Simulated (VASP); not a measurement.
Set up this calculation in VASP 6.6.1, as the native input.

- Task: single point
- Functional: PBEsol
- Potentials or basis: VASP PAW PBE potentials, release 64 (V_sv, Al, N)
- Cutoff: 450 eV
- k mesh: 3 × 3 × 2
- Occupations: gaussian, width 0.03 eV
- Spin: collinear spin, zero start
- Hubbard terms: V d U = 3 eV
- Dq: 0
- Further INCAR settings: LREAL = Auto; ALGO = Normal; EDIFF = 1e-05; ISYM = 0

The structure of Al15VN16 (a cell with a defect) lies in POSCAR:

```
Al15VN16                                
1.0
    6.2200008610      0.0000000000      0.0000000000
   -3.1100004305      5.3866787572      0.0000000000
    0.0000000000      0.0000000000      9.9600000000
  V               Al              N             
     1    15    16
Direct
     0.3338982224337023    0.1657199780316213    0.9961504604491827
     0.3329620360698401    0.1656782039020506    0.5005995376638491
     0.3331072088679518    0.6652716664083597    0.0014780991403112
     0.3337573123125954    0.6661444379349750    0.5001860309355352
     0.8339146930169062    0.1661975719387200    0.0015522668694536
     0.8324972072091702    0.1650459164761850    0.5003864861052107
     0.8342186429137392    0.6654673327805403    0.0015214795760157
     0.8324941780767866    0.6662771014818740    0.5004553744140030
     0.1667474634229534    0.3328659179980760    0.2521239264197896
     0.1648500506185751    0.3332836014031728    0.7485621556060083
     0.1667542641821198    0.8322825352132868    0.2520479719516473
     0.1650461933439867    0.8293513010792856    0.7484929620616197
     0.6672620651452418    0.3329705791302772    0.2520419945233155
     0.6690227740933452    0.3335349591740812    0.7485620113154140
     0.6670024712879069    0.8328144319606767    0.2504583283809205
     0.6661805532152715    0.8320496714978728    0.7508489722123382
     0.3336051762085656    0.1659354143215092    0.1985429907134115
     0.3329167330166131    0.1653949158557007    0.6932526502607210
     0.3332150617652042    0.6657411884278098    0.1920466047385012
     0.3343576769612559    0.6659602842476265    0.6902644521351688
     0.8338921056393692    0.1665161735624411    0.1920592294655728
     0.8321091817628197    0.1638495991958474    0.6904289257892120
     0.8338920605257468    0.6659126084393531    0.1920844504466797
     0.8322267962612403    0.6663075899758559    0.6904749453758584
     0.1659803420483672    0.3326848210795483    0.4429189537771305
     0.1605270488510902    0.3386085831746095    0.9382263690523739
     0.1658472236037377    0.8317666871026720    0.4428499844047899
     0.1606274034235799    0.8193391296568083    0.9382360189704680
     0.6669888327202608    0.3329063606513479    0.4428863615651332
     0.6801998735868300    0.3390229734943134    0.9382777510085398
     0.6663829706759794    0.8325632542604083    0.4407227220803595
     0.6670931767392428    0.8322742101430838    0.9423785325914898
```

One way to write it, as run:

INCAR

```
PREC = Accurate
ENCUT = 450
EDIFF = 1E-5
ISMEAR = 0
SIGMA = 0.03
LREAL = Auto
LASPH = T
NELM = 120
ALGO = Normal
ISIF = 2
LWAVE = F
LCHARG = F
ISPIN = 2
MAGMOM = 0.01 0 0 0 0 0 0 0 0 0 0 0 0 0 0 0 0 0 0 0 0 0 0 0 0 0 0 0 0 0 0 0
LORBIT = 11
LMAXMIX = 4
LDAU = T
LDAUTYPE = 2
LDAUL = 2 -1 -1
LDAUU = 3 0 0
LDAUJ = 0 0 0
LDAUPRINT = 1
GGA = PS
ISYM = 0
KPAR = 4
```

KPOINTS

```
regular mesh
0
Gamma
  3 3 2
```

Potentials or basis: VASP PAW PBE potentials, release 64 (V_sv, Al, N).

Launch:

```console
$ cat potpaw_PBE.64/V_sv/POTCAR potpaw_PBE.64/Al/POTCAR potpaw_PBE.64/N/POTCAR > POTCAR
$ mpirun -np 4 vasp_std > vasp.out
```

It gave:

| Item | Value |
| --- | --- |
| Largest force | 0.039 eV/Å |
| Band gap on the k mesh | 2.03 eV |
| Net moment | 0.00 μB per cell |
| Valence electrons inside the program's atomic spheres | V 11.66; Al 0.81, 0.82 (each value once); N 3.82, 3.83, 3.84, 3.85 (each value once) |

Caveat: the PAW data sets were made with another functional, which shifts forces and pressure a little.

It took 4.9 min on 4 MPI ranks on Intel(R) Xeon(R) Platinum 8488C (Sapphire Rapids) (shared host), peak memory 0.69 GiB a rank.
